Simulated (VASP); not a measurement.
# Au (Fm-3m) in VASP: notebook

The runs below take Au through single point, with PBEsol.

Everything below comes from runs of VASP 6.6.1. Logs are shortened: lines on timing, memory, paths and dates and some standing lists are left out, and cuts for length are marked.

**1. The cell of the first run**

The structure is cubic, space group Fm-3m (No. 225). Conventional cell: a = 3.791 Å, b = 3.791 Å, c = 3.791 Å, α = 90.00°, β = 90.00°, γ = 90.00°. Au (site symmetry m-3m) has 12 Au at 2.68 Å within 3.5 Å.

**2. Single point, PBEsol (volume scaled by 0.8)**

INCAR

```
SYSTEM = Au
PREC = Accurate
ENCUT = 520
EDIFF = 1E-6
ISMEAR = -1
SIGMA = 0.08
LREAL = .FALSE.
LASPH = .TRUE.
NELM = 100
ALGO = Normal
ISIF = 2
LWAVE = .FALSE.
LCHARG = .TRUE.
GGA = PS
LELF = .TRUE.
LVHAR = .TRUE.
NBANDS = 12
```

KPOINTS

```
Automatic mesh
0
G
  18 18 18
  0 0 0
```

POSCAR

```
Au
1.0
    0.0000000000      1.8954486235      1.8954486235
    1.8954486235      0.0000000000      1.8954486235
    1.8954486235      1.8954486235      0.0000000000
Au
1
Direct
    0.0000000000      0.0000000000      0.0000000000
```

Potentials or basis: VASP PAW PBE potentials, release 64 (Au).

On the command line:

```sh
$ cat potpaw_PBE.64/Au/POTCAR > POTCAR
$ mpirun -np 1 vasp_std > vasp.out
```

OUTCAR:

```text
SYSTEM = Au
   PREC = Accurate
   ENCUT = 520
   EDIFF = 1E-6
   ISMEAR = -1
   LREAL = .FALSE.
   LASPH = .TRUE.
   NELM = 100
   ISIF = 2
   GGA = PS

 ion  position               nearest neighbor table
   1  0.000  0.000  0.000-

  LATTYP: Found a face centered cubic cell.
 ALAT       =     3.7908972470

  Lattice vectors:

 A1 = (   0.0000000000,   1.8954486235,   1.8954486235)
 A2 = (   1.8954486235,   0.0000000000,   1.8954486235)
 A3 = (   1.8954486235,   1.8954486235,   0.0000000000)

Analysis of symmetry for initial positions (statically):
[... 33 lines left out ...]
                                     Primitive cell

  volume of cell :      13.6197

  direct lattice vectors                    reciprocal lattice vectors
     0.000000000  1.895448624  1.895448624    -0.263789793  0.263789793  0.263789793
     1.895448624  0.000000000  1.895448624     0.263789793 -0.263789793  0.263789793
     1.895448624  1.895448624  0.000000000     0.263789793  0.263789793 -0.263789793

  length of vectors
     2.680569150  2.680569150  2.680569150     0.456897324  0.456897324  0.456897324

  position of ions in fractional coordinates (direct lattice)
     0.000000000  0.000000000  0.000000000

  ion indices of the primitive-cell ions
   primitive index   ion index
                 1           1

----------------------------------------------------------------------------------------

 KPOINTS: Automatic mesh

Automatic generation of k-mesh.
 Grid dimensions read from file:
 generate k-points for:   18   18   18

 Generating k-lattice:

  Cartesian coordinates                     Fractional coordinates (reciprocal lattice)
    -0.014654988  0.014654988  0.014654988     0.055555556  0.000000000  0.000000000
     0.014654988 -0.014654988  0.014654988     0.000000000  0.055555556  0.000000000
     0.014654988  0.014654988 -0.014654988     0.000000000  0.000000000  0.055555556

  Length of vectors
     0.025383185  0.025383185  0.025383185

  Shift w.r.t. Gamma in fractional coordinates (k-lattice)
     0.000000000  0.000000000  0.000000000

 Subroutine IBZKPT returns following result:
 ===========================================

 Found    195 irreducible k-points:

 Following reciprocal coordinates:
            Coordinates               Weight
  0.000000  0.000000  0.000000      1.000000
  0.055556  0.000000  0.000000      8.000000
  0.111111  0.000000  0.000000      8.000000
  0.166667  0.000000  0.000000      8.000000
  0.222222  0.000000  0.000000      8.000000
  0.277778  0.000000  0.000000      8.000000
[... 16 lines left out ...]
 -0.277778  0.055556  0.000000     24.000000
 -0.222222  0.055556  0.000000     24.000000
 [... further k-points ...]
   k-points           NKPTS =    195   k-points in BZ     NKDIM =    195   number of bands    NBANDS=     12
   number of dos      NEDOS =    301   number of ions     NIONS =      1
   total plane-waves  NPLWV =   8000
   dimension x,y,z NGX =    20 NGY =   20 NGZ =   20
   dimension x,y,z NGXF=    40 NGYF=   40 NGZF=   40
   ions per type =               1
   NGX,Y,Z   is equivalent  to a cutoff of  12.40, 12.40, 12.40 a.u.
   NGXF,Y,Z  is equivalent  to a cutoff of  24.81, 24.81, 24.81 a.u.
 SYSTEM =  Au
   PREC   = accura    normal or accurate (medium, high low for compatibility)
   ISTART =      0    job   : 0-new  1-cont  2-samecut
   ICHARG =      2    charge: 1-file 2-atom 10-const
   ISPIN  =      1    spin polarized calculation?
   LNONCOLLINEAR =      F non collinear calculations
   LSORBIT =      F    spin-orbit coupling
   LASPH  =      T    aspherical Exc in radial PAW
   ENCUT  =  520.0 eV  38.22 Ry    6.18 a.u.   4.98  4.98  4.98*2*pi/ulx,y,z
   NELM   =    100;   NELMIN=  2; NELMDL= -5     # of ELM steps
   EDIFF  = 0.1E-05   stopping-criterion for ELM
   LREAL  =      F    real-space projection
   EDIFFG = 0.1E-04   stopping-criterion for IOM
   NSW    =      0    number of steps for IOM
   IBRION =     -1    ionic relax: 0-MD 1-quasi-New 2-CG
   NFREE  =      0    steps in history (QN), initial steepest desc. (CG)
   ISIF   =      2    stress and relaxation
   ISYM   =      2    0-nonsym 1-usesym 2-fastsym
   POTIM  = 0.5000    time-step for ionic-motion
   TEBEG  =    0.0;   TEEND  =   0.0 temperature during run
   PSTRESS=    0.0 pullay stress
   NELECT =      11.0000    total number of electrons
   NUPDOWN=      -1.0000    fix difference up-down
   EMIN   =  10.00;   EMAX   =-10.00  energy-range for DOS
   EFERMI =   0.00;   METHOD = LEGACY
   ISMEAR =    -1;   SIGMA  =   0.08  broadening in eV -4-tet -1-fermi 0-gaus
   EFERMI_NEDOS =   21; number of points for ismear=-14 and -15
   IALGO  =     38    algorithm
   IMIX   =      4    mixing-type and parameters
     AMIX     =   0.40;   BMIX     =  1.00
     AMIX_MAG =   1.60;   BMIX_MAG =  1.00
  volume/ion in A,a.u.               =      13.62        91.91
  Fermi-wavevector in a.u.,A,eV,Ry     =   1.524581  2.881039 31.624646  2.324346
  Thomas-Fermi vector in A             =   2.632868
   LORBIT       =      0    0 simple, 1 ext, 2 COOP (PROOUT), +10 PAW based schemes
   GGA     = PS    functional components
   LHFCALC =     F    Hartree Fock is set to
   AEXX    =    0.0000 exact exchange contribution
   IVDW    =     0    specifies the selected vdW correction
   LEPSILON=     F    determine dielectric tensor
   LRPA    =     F    only Hartree local field effects (RPA)
 non-spin polarized calculation
  energy-cutoff  :      520.00
  volume of cell :       13.62
 maximum number of plane-waves:       378
   NGX =  9   NGY =  9   NGZ =  9

 number of electron      11.0000002 magnetization

 Free energy of the ion-electron system (eV)
  ---------------------------------------------------
  ext. energy  EPLUGINS =         0.00000000
  ---------------------------------------------------
  free energy    TOTEN  =        -3.32151454 eV

  energy without entropy =       -3.31501015  energy(sigma->0) =       -3.31826235

 E-fermi :  13.6817     XC(G=0): -14.2460

 val. band max:       13.6352186204   @ k =  -0.2222   0.2778   0.1111
 cond. band min:      13.7243812779   @ k =   0.5000   0.3333   0.1667
 fundamental gap:      0.0891626575
 Fermi energy:        13.6816613209

 k-point     1 :       0.0000    0.0000    0.0000
  band No.  band energies     occupation
      1       0.9606      2.00000
      2       7.4167      2.00000
      3       7.4167      2.00000
      4       7.4167      2.00000
      5       9.6735      2.00000
      6       9.6735      2.00000
      7      27.4260      0.00000
      8      32.7430      0.00000
      9      32.7430      0.00000
     10      32.7430      0.00000
     11      38.4103      0.00000
     12      46.2192      0.00000

 k-point     2 :       0.0556    0.0000    0.0000
  band No.  band energies     occupation
      1       1.0944      2.00000
      2       7.3594      2.00000
      3       7.4697      2.00000
      4       7.4697      2.00000
      5       9.6441      2.00000
      6       9.6441      2.00000
      7      27.6326      0.00000
      8      32.0242      0.00000
      9      32.9481      0.00000
     10      32.9481      0.00000
     11      39.2115      0.00000
     12      44.4994      0.00000

 k-point     3 :       0.1111    0.0000    0.0000
  band No.  band energies     occupation
      1       1.4827      2.00000
      2       7.2136      2.00000
      3       7.6082      2.00000
      4       7.6082      2.00000
      5       9.5816      2.00000
      6       9.5816      2.00000
      7      28.1952      0.00000
      8      30.5235      0.00000
      9      33.5450      0.00000
     10      33.5450      0.00000
     11      40.1784      0.00000
     12      42.8083      0.00000

 k-point     4 :       0.1667    0.0000    0.0000
  band No.  band energies     occupation
      1       2.0791      2.00000
      2       7.0586      2.00000
      3       7.7633      2.00000
      4       7.7633      2.00000
      5       9.5671      2.00000
      6       9.5671      2.00000
      7      28.7839      0.00000
      8      28.9426      0.00000
      9      34.4761      0.00000
     10      34.4761      0.00000
     11      38.5671      0.00000
     12      41.4670      0.00000

 k-point     5 :       0.2222    0.0000    0.0000
  band No.  band energies     occupation
      1       2.7779      2.00000
      2       7.0352      2.00000
      3       7.8285      2.00000
      4       7.8285      2.00000
      5       9.7168      2.00000
      6       9.7168      2.00000
      7      26.9946      0.00000
      8      29.3377      0.00000
      9      35.5968      0.00000
     10      35.5968      0.00000
     11      37.1744      0.00000
     12      39.3441      0.00000
[... 228 lines left out ...]
      1       3.9309      2.00000
      2       7.3767      2.00000
      3       7.5041      2.00000
      4       9.4299      2.00000
      5      10.9219      2.00000
      6      11.8301      2.00000
      7      20.0257      0.00000
      8      27.5213      0.00000
      9      32.0874      0.00000
     10      33.4563      0.00000
     11      40.1084      0.00000
     12      41.5454      0.00000

 k-point    22 :      -0.3333    0.0556    0.0000
  band No.  band energies     occupation
      1       3.8855      2.00000
      2       7.5173      2.00000
      3       7.6323      2.00000
      4       8.3332      2.00000
      5      10.4187      2.00000
      6      11.2378      2.00000
      7      22.1662      0.00000
      8      28.1264      0.00000
      9      32.8872      0.00000
     10      34.9925      0.00000
     11      38.3023      0.00000
     12      40.3227      0.00000

 k-point    23 :      -0.2778    0.0556    0.0000
  band No.  band energies     occupation
      1       3.6471      2.00000
      2       7.3768      2.00000
      3       7.7311      2.00000
      4       7.7872      2.00000
      5       9.8954      2.00000
      6      10.6830      2.00000
      7      24.3777      0.00000
      8      28.8980      0.00000
      9      33.8735      0.00000
     10      36.5966      0.00000
     11      36.9416      0.00000
     12      38.7698      0.00000

 k-point    24 :      -0.2222    0.0556    0.0000
  band No.  band energies     occupation
      1       3.1157      2.00000
      2       6.9643      2.00000
      3       7.8355      2.00000
      4       7.8990      2.00000
      5       9.4798      2.00000
      6      10.2051      2.00000
      7      26.4363      0.00000
      8      29.4465      0.00000
      9      34.3701      0.00000
     10      35.8852      0.00000
     11      37.1465      0.00000
     12      39.2208      0.00000

 [... further k-points ...]
[... 5 lines left out ...]
  --------------------------------------------------------------------------------------
  -------------------------------------------------------------------------------------
  Total        6.1970078      6.1970078      6.1970078     -0.0000000     -0.0000000     -0.0000000
  in kB      728.9984023    728.9984023    728.9984023     -0.0000000     -0.0000000     -0.0000000
  external PRESSURE =     728.9984023 kB  Pullay stress =       0.0000000 kB

 VOLUME and BASIS-vectors are now :
 -----------------------------------------------------------------------------
  energy-cutoff  :      520.00
  volume of cell :       13.62
      direct lattice vectors                 reciprocal lattice vectors
     0.000000000  1.895448624  1.895448624    -0.263789793  0.263789793  0.263789793
     1.895448624  0.000000000  1.895448624     0.263789793 -0.263789793  0.263789793
     1.895448624  1.895448624  0.000000000     0.263789793  0.263789793 -0.263789793

 POSITION                                       TOTAL-FORCE (eV/Angst)
 -----------------------------------------------------------------------------------
      0.00000      0.00000      0.00000         0.000000      0.000000      0.000000
 -----------------------------------------------------------------------------------
    total drift:                                0.000000     -0.000000     -0.000000

  FREE ENERGIE OF THE ION-ELECTRON SYSTEM (eV)
  ---------------------------------------------------
  free  energy   TOTEN  =        -3.3215145436 eV

  energy  without entropy=       -3.3150101543  energy(sigma->0) =       -3.31826235
```

Run time: 20 s. Hardware: 1 thread of Intel Xeon Platinum 8488C (Sapphire Rapids), shared host; peak memory 0.15 GiB.

Results:

```
Free energy : -3.3215 eV
Pressure    : 72.9 GPa
```

Levels at points of the mesh, in eV from the Fermi level:
| k point | band 2 | band 3 | band 4 | band 5 | band 6 | band 7 | band 8 | band 9 | band 10 | band 11 |
| --- | --- | --- | --- | --- | --- | --- | --- | --- | --- | --- |
| (0.00, 0.00, 0.00) | -6.26 | -6.26 | -6.26 | -4.01 | -4.01 | 13.74 | 19.06 | 19.06 | 19.06 | 24.73 |
| (0.50, 0.00, 0.00) | -6.34 | -6.34 | -2.30 | -2.23 | -2.23 | 4.34 | 13.25 | 18.50 | 18.50 | 28.46 |
| (0.50, 0.50, 0.00) | -9.24 | -2.28 | -1.74 | -1.74 | 0.15 | 7.71 | 10.40 | 10.40 | 19.63 | 23.12 |

Caveat: the PAW data sets were made with another functional, which shifts forces and pressure a little; spin-orbit coupling is left out, which moves the levels of the heavy elements.

**3. Single point, PBEsol (volume scaled by 0.8)**

INCAR

```
  PREC = Accurate
  ENCUT = 520
  EDIFF = 1E-6
  ISMEAR = -1
  SIGMA = 0.08
  LREAL = False
  LASPH = True
  NELM = 60
  ALGO = Normal
  ISIF = 2
  LWAVE = False
  LCHARG = False
  GGA = PS
  NBANDS = 12
```

KPOINTS

```
Automatic mesh
0
Gamma
  18 18 18
```

POSCAR is that of step 2.

Potentials or basis: VASP PAW PBE potentials, release 64 (Au).

On the command line:

```sh
$ cat potpaw_PBE.64/Au/POTCAR > POTCAR
$ mpirun -np 1 vasp_std > vasp.out
```

It took 20 s on 1 thread of Intel Xeon Platinum 8488C (Sapphire Rapids), shared host; peak memory 0.14 GiB.

Results (log left out):

```yaml
Free_energy: -3.3215 eV
Pressure: 72.9 GPa
```

Levels at points of the mesh, in eV from the Fermi level:
```csv
k point,band 2,band 3,band 4,band 5,band 6,band 7,band 8,band 9,band 10,band 11
"(0.00, 0.00, 0.00)",-6.26,-6.26,-6.26,-4.01,-4.01,13.74,19.06,19.06,19.06,24.73
"(0.50, 0.00, 0.00)",-6.34,-6.34,-2.30,-2.23,-2.23,4.34,13.25,18.50,18.50,28.46
"(0.50, 0.50, 0.00)",-9.24,-2.28,-1.74,-1.74,0.15,7.71,10.40,10.40,19.63,23.12
```

Caveat: the PAW data sets were made with another functional, which shifts forces and pressure a little; spin-orbit coupling is left out, which moves the levels of the heavy elements.

[end of part 1 of 2]
